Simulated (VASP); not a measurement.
# PtSe2 (P-3m1) in VASP: single point with HSE06

Aim: the single point of PtSe2 with HSE06.

Everything below comes from runs of VASP 6.6.1. Logs are shortened: lines on timing, memory, paths and dates and some standing lists are left out, and cuts for length are marked.

## (1) The cell of the first run

The structure is trigonal, space group P-3m1 (No. 164). Conventional cell: a = 3.515 Å, b = 3.515 Å, c = 4.974 Å, α = 90.00°, β = 90.00°, γ = 120.00°. Within 3.2 Å of Pt (site symmetry -3m) lie 6 Se at 2.46 Å. Se (site symmetry 3m) has 3 Pt at 2.46 Å and 3 Se at 3.00 Å within 3.2 Å.

## (2) Single point, HSE06 (strain -5.7%)

POSCAR

```
PtSe2
1.0
    3.5146258328      0.0000000000      0.0000000000
   -1.7573129164      3.0437552560      0.0000000000
    0.0000000000      0.0000000000      4.9742478474
Pt Se
1 2
Direct
    0.0000000000      0.0000000000      0.0000000000
    0.3333333333      0.6666666667      0.2785325413
    0.6666666667      0.3333333333      0.7214674587
```

INCAR.step1

```
SYSTEM = PtSe2
PREC = Accurate
ENCUT = 520
EDIFF = 1E-5
ISMEAR = -1
SIGMA = 0.02
LREAL = .FALSE.
LASPH = .TRUE.
NELM = 100
ALGO = Normal
ISIF = 2
LWAVE = .TRUE.
GGA = PE
NBANDS = 18
```

INCAR.step2

```
SYSTEM = PtSe2
PREC = Accurate
ENCUT = 520
EDIFF = 1E-6
ISMEAR = -1
SIGMA = 0.02
LREAL = .FALSE.
LASPH = .TRUE.
NELM = 100
ALGO = Normal
ISIF = 2
LWAVE = .FALSE.
LCHARG = .TRUE.
GGA = PE
LHFCALC = .TRUE.
HFSCREEN = 0.2079
PRECFOCK = Normal
LELF = .TRUE.
LVHAR = .TRUE.
ISTART = 1
NBANDS = 18
```

KPOINTS

```
Automatic mesh
0
G
  6 6 4
  0 0 0
```

Potentials or basis: VASP PAW PBE potentials, release 64 (Pt, Se).

Command:

```bash
$ cat potpaw_PBE.64/Pt/POTCAR potpaw_PBE.64/Se/POTCAR > POTCAR
$ cp INCAR.step1 INCAR
$ mpirun -np 1 vasp_std > vasp.out
$ cp INCAR.step2 INCAR
$ mpirun -np 1 vasp_std > vasp.out
```

OUTCAR:

```text
SYSTEM = PtSe2
   PREC = Accurate
   ENCUT = 520
   EDIFF = 1E-6
   ISMEAR = -1
   LREAL = .FALSE.
   LASPH = .TRUE.
   NELM = 100
   ISIF = 2
   GGA = PE
   LHFCALC = .TRUE.
   HFSCREEN = 0.2079
   PRECFOCK = Normal
   ISTART = 1

 ion  position               nearest neighbor table
   1  0.000  0.000  0.000-   2 2.46   3 2.46   2 2.46   3 2.46   3 2.46   2 2.46
   2  0.333  0.667  0.279-   1 2.46   1 2.46   1 2.46
   3  0.667  0.333  0.721-   1 2.46   1 2.46   1 2.46

  LATTYP: Found a hexagonal cell.
 ALAT       =     3.5146258328
 C/A-ratio  =     1.4152994043

  Lattice vectors:

 A1 = (   3.5146258328,   0.0000000000,   0.0000000000)
 A2 = (  -1.7573129164,   3.0437552560,   0.0000000000)
 A3 = (   0.0000000000,   0.0000000000,   4.9742478474)

Analysis of symmetry for initial positions (statically):
=====================================================================
 Subroutine PRICEL returns:
 Original cell was already a primitive cell.

 Routine SETGRP: Setting up the symmetry group for a
 hexagonal supercell.

 Subroutine GETGRP returns: Found 12 space group operations
 (whereof 12 operations were pure point group operations)
 out of a pool of 24 trial point group operations.

The static configuration has the point symmetry D_3d.

Analysis of symmetry for dynamics (positions and initial velocities):
=====================================================================
 Subroutine PRICEL returns:
 Original cell was already a primitive cell.

 Routine SETGRP: Setting up the symmetry group for a
 hexagonal supercell.

 Subroutine GETGRP returns: Found 12 space group operations
 (whereof 12 operations were pure point group operations)
 out of a pool of 24 trial point group operations.

The dynamic configuration has the point symmetry D_3d.

 Subroutine INISYM returns: Found 12 space group operations
 (whereof 12 operations are pure point group operations),
 and found     1 'primitive' translations

----------------------------------------------------------------------------------------

                                     Primitive cell

  volume of cell :      53.2128

  direct lattice vectors                    reciprocal lattice vectors
     3.514625833  0.000000000  0.000000000     0.284525309  0.164270764  0.000000000
    -1.757312916  3.043755256  0.000000000     0.000000000  0.328541527  0.000000000
     0.000000000  0.000000000  4.974247847     0.000000000  0.000000000  0.201035419

  length of vectors
     3.514625833  3.514625833  4.974247847     0.328541527  0.328541527  0.201035419

  position of ions in fractional coordinates (direct lattice)
     0.000000000  0.000000000  0.000000000
     0.333333333  0.666666667  0.278532541
     0.666666667  0.333333333  0.721467459

  ion indices of the primitive-cell ions
   primitive index   ion index
                 1           1
                 2           2
                 3           3

----------------------------------------------------------------------------------------

 KPOINTS: Automatic mesh

Automatic generation of k-mesh.
 Grid dimensions read from file:
 generate k-points for:    6    6    4

 Generating k-lattice:

  Cartesian coordinates                     Fractional coordinates (reciprocal lattice)
     0.047420885  0.027378461  0.000000000     0.166666667  0.000000000  0.000000000
     0.000000000  0.054756921  0.000000000     0.000000000  0.166666667  0.000000000
     0.000000000  0.000000000  0.050258855     0.000000000  0.000000000  0.250000000

  Length of vectors
     0.054756921  0.054756921  0.050258855

  Shift w.r.t. Gamma in fractional coordinates (k-lattice)
     0.000000000  0.000000000  0.000000000

 Subroutine IBZKPT returns following result:
 ===========================================

 Found     24 irreducible k-points:

 Following reciprocal coordinates:
            Coordinates               Weight
  0.000000  0.000000  0.000000      1.000000
  0.166667 -0.000000  0.000000      6.000000
  0.333333  0.000000  0.000000      6.000000
  0.500000  0.000000  0.000000      3.000000
  0.166667  0.166667  0.000000      6.000000
  0.333333  0.166667  0.000000     12.000000
[... 16 lines left out ...]
  0.333333  0.166667  0.500000     12.000000
  0.333333  0.333333  0.500000      2.000000
   k-points           NKPTS =     24   k-points in BZ     NKDIM =    144   number of bands    NBANDS=     18
   number of dos      NEDOS =    301   number of ions     NIONS =      3
   total plane-waves  NPLWV =  31360
   dimension x,y,z NGX =    28 NGY =   28 NGZ =   40
   dimension x,y,z NGXF=    56 NGYF=   56 NGZF=   80
   ions per type =               1   2
   NGX,Y,Z   is equivalent  to a cutoff of  13.24, 13.24, 13.37 a.u.
   NGXF,Y,Z  is equivalent  to a cutoff of  26.49, 26.49, 26.74 a.u.
 SYSTEM =  PtSe2
   PREC   = accura    normal or accurate (medium, high low for compatibility)
   ISTART =      1    job   : 0-new  1-cont  2-samecut
   ICHARG =      0    charge: 1-file 2-atom 10-const
   ISPIN  =      1    spin polarized calculation?
   LNONCOLLINEAR =      F non collinear calculations
   LSORBIT =      F    spin-orbit coupling
   LASPH  =      T    aspherical Exc in radial PAW
   ENCUT  =  520.0 eV  38.22 Ry    6.18 a.u.   6.53  6.53  9.25*2*pi/ulx,y,z
   NELM   =    100;   NELMIN=  2; NELMDL=  0     # of ELM steps
   EDIFF  = 0.1E-05   stopping-criterion for ELM
   LREAL  =      F    real-space projection
   EDIFFG = 0.1E-04   stopping-criterion for IOM
   NSW    =      0    number of steps for IOM
   IBRION =     -1    ionic relax: 0-MD 1-quasi-New 2-CG
   NFREE  =      0    steps in history (QN), initial steepest desc. (CG)
   ISIF   =      2    stress and relaxation
   ISYM   =      3    0-nonsym 1-usesym 2-fastsym
   POTIM  = 0.5000    time-step for ionic-motion
   TEBEG  =    0.0;   TEEND  =   0.0 temperature during run
   PSTRESS=    0.0 pullay stress
   NELECT =      22.0000    total number of electrons
   NUPDOWN=      -1.0000    fix difference up-down
   EMIN   =  10.00;   EMAX   =-10.00  energy-range for DOS
   EFERMI =   0.00;   METHOD = LEGACY
   ISMEAR =    -1;   SIGMA  =   0.02  broadening in eV -4-tet -1-fermi 0-gaus
   EFERMI_NEDOS =   21; number of points for ismear=-14 and -15
   IALGO  =     38    algorithm
   IMIX   =      1    mixing-type and parameters
     AMIX     =   0.40;   BMIX     =  1.00
     AMIX_MAG =   1.60;   BMIX_MAG =  1.00
  volume/ion in A,a.u.               =      17.74       119.70
  Fermi-wavevector in a.u.,A,eV,Ry     =   1.219580  2.304672 20.236972  1.487375
  Thomas-Fermi vector in A             =   2.354827
   LORBIT       =      0    0 simple, 1 ext, 2 COOP (PROOUT), +10 PAW based schemes
   GGA     = PE    functional components
   LHFCALC =     T    Hartree Fock is set to
   PRECFOCK=normal    Normal, Fast or Accurate (Low or Medium for compatibility)
   ENCUT4O =  -1.0   cutoff for four orbital integrals eV
   NKREDX  =     1    reduce k-point grid by
   NKREDY  =     1    reduce k-point grid by
   NKREDZ  =     1    reduce k-point grid by
   AEXX    =    0.2500 exact exchange contribution
   HFSCREEN=    0.2079 screening length (either q_TF or 0.3 A-1)
   HFSCREENC=   0.2079 screening length for correlation (either q_TF or 0.3 A-1)
   ENCUTFOCK=  -1.0 apply spherical cutoff to Coloumb kernel
   IVDW    =     0    specifies the selected vdW correction
   LEPSILON=     F    determine dielectric tensor
   LRPA    =     F    only Hartree local field effects (RPA)
 non-spin polarized calculation
  energy-cutoff  :      520.00
  volume of cell :       53.21
 maximum number of plane-waves:      1459
 NGX is ok and might be reduce to    28
  NGX = 20; NGY = 20; NGZ = 28

 number of electron      22.0000002 magnetization

 Free energy of the ion-electron system (eV)
  ---------------------------------------------------
  ext. energy  EPLUGINS =         0.00000000
  ---------------------------------------------------
  free energy    TOTEN  =       -16.67862564 eV

  energy without entropy =      -16.67716089  energy(sigma->0) =      -16.67789326

 E-fermi :   8.2944     XC(G=0):  -9.3859

 val. band max:        8.1780516756   @ k =   0.3333   0.3333   0.0000
 cond. band min:       8.2976826141   @ k =   0.0000   0.1667   0.2500
 fundamental gap:      0.1196309385
 Fermi energy:         8.2944411172

 k-point     1 :       0.0000    0.0000    0.0000
  band No.  band energies     occupation
      1     -10.2823      2.00000
      2      -6.5443      2.00000
      3      -1.4072      2.00000
      4       0.5854      2.00000
      5       0.5854      2.00000
      6       2.7668      2.00000
[... 10 lines left out ...]
     17      16.4699      0.00000
     18      21.0665      0.00000

 k-point     2 :       0.1667   -0.0000    0.0000
  band No.  band energies     occupation
      1      -9.8793      2.00000
      2      -6.6720      2.00000
      3      -0.9095      2.00000
      4       0.7143      2.00000
      5       0.8159      2.00000
      6       2.3448      2.00000
[... 10 lines left out ...]
     17      17.5330      0.00000
     18      18.0660      0.00000

 k-point     3 :       0.3333    0.0000    0.0000
  band No.  band energies     occupation
      1      -8.8220      2.00000
      2      -7.0092      2.00000
      3      -0.0107      2.00000
      4       0.3358      2.00000
      5       1.1318      2.00000
      6       1.7866      2.00000
[... 10 lines left out ...]
     17      16.7750      0.00000
     18      18.7086      0.00000

 k-point     4 :       0.5000    0.0000    0.0000
  band No.  band energies     occupation
      1      -7.7499      2.00000
      2      -7.5803      2.00000
      3      -1.1196      2.00000
      4       1.0291      2.00000
      5       1.1342      2.00000
      6       2.5197      2.00000
[... 375 lines left out ...]
      4       0.2723      2.00000
      5       1.5856      2.00000
      6       1.7757      2.00000
[... 10 lines left out ...]
     17      17.2308      0.00000
     18      18.2723      0.00000

 k-point    23 :       0.3333    0.1667    0.5000
  band No.  band energies     occupation
      1      -7.9183      2.00000
      2      -7.2653      2.00000
      3      -0.8210      2.00000
      4      -0.0870      2.00000
      5       1.1501      2.00000
      6       1.8826      2.00000
[... 10 lines left out ...]
     17      17.5358      0.00000
     18      19.2005      0.00000

 k-point    24 :       0.3333    0.3333    0.5000
  band No.  band energies     occupation
      1      -7.4325      2.00000
      2      -7.4325      2.00000
      3      -0.0748      2.00000
      4      -0.0748      2.00000
      5       0.7763      2.00000
      6       2.0426      2.00000
[... 10 lines left out ...]
     17      16.8176      0.00000
     18      18.5432      0.00000

------------------------ aborting loop because EDIFF is reached ----------------------------------------

  FORCE on cell =-STRESS in cart. coord.  units (eV):
  Direction    XX          YY          ZZ          XY          YZ          ZX
  --------------------------------------------------------------------------------------
  -------------------------------------------------------------------------------------
  Total        6.8864440      6.8864440      2.8784738      0.0000000     -0.0000000      0.0000000
  in kB      207.3429907    207.3429907     86.6675703      0.0000000     -0.0000000      0.0000000
  external PRESSURE =     167.1178506 kB  Pullay stress =       0.0000000 kB

 VOLUME and BASIS-vectors are now :
 -----------------------------------------------------------------------------
  energy-cutoff  :      520.00
  volume of cell :       53.21
      direct lattice vectors                 reciprocal lattice vectors
     3.514625833  0.000000000  0.000000000     0.284525309  0.164270764  0.000000000
    -1.757312916  3.043755256  0.000000000     0.000000000  0.328541527  0.000000000
     0.000000000  0.000000000  4.974247847     0.000000000  0.000000000  0.201035419

 POSITION                                       TOTAL-FORCE (eV/Angst)
 -----------------------------------------------------------------------------------
      0.00000      0.00000      0.00000         0.000000      0.000000      0.000000
     -0.00000      2.02917      1.38549         0.000000     -0.000000     -0.363856
      1.75731      1.01459      3.58876        -0.000000      0.000000      0.363856
 -----------------------------------------------------------------------------------
    total drift:                                0.000000      0.000000      0.000000

  FREE ENERGIE OF THE ION-ELECTRON SYSTEM (eV)
  ---------------------------------------------------
  free  energy   TOTEN  =       -16.6786256371 eV

  energy  without entropy=      -16.6771608924  energy(sigma->0) =      -16.67789326
```

It took 1.6 h on 1 thread of Intel Xeon Platinum 8259CL at 2.50GHz (Skylake/Cascade Lake), shared host; peak memory 0.3 GiB.

Results:

```
Free energy            : -16.6786 eV
Pressure               : 16.7 GPa
Largest force          : 0.364 eV/Å
Band gap on the k mesh : zero (bands 11 and 12 overlap by 0.71 eV)
```

Forces in eV/Å, atoms in the order of the input:
```
Pt   0.000  0.000  0.000
Se   0.000  0.000 -0.364
Se   0.000  0.000  0.364
```

Stress tensor (GPa, compression positive):
```
20.73  0.00  0.00
 0.00 20.73  0.00
 0.00  0.00  8.67
```

Caveat: the cell differs from its parent crystal (strain -5.7%); the stress differs along the axes, from 9 to 21 GPa; the PAW data sets were made with another functional, which shifts forces and pressure a little; spin-orbit coupling is left out, which moves the levels of the heavy elements.

The gap in the log of VASP goes by the Fermi energy; the results here count the filled bands.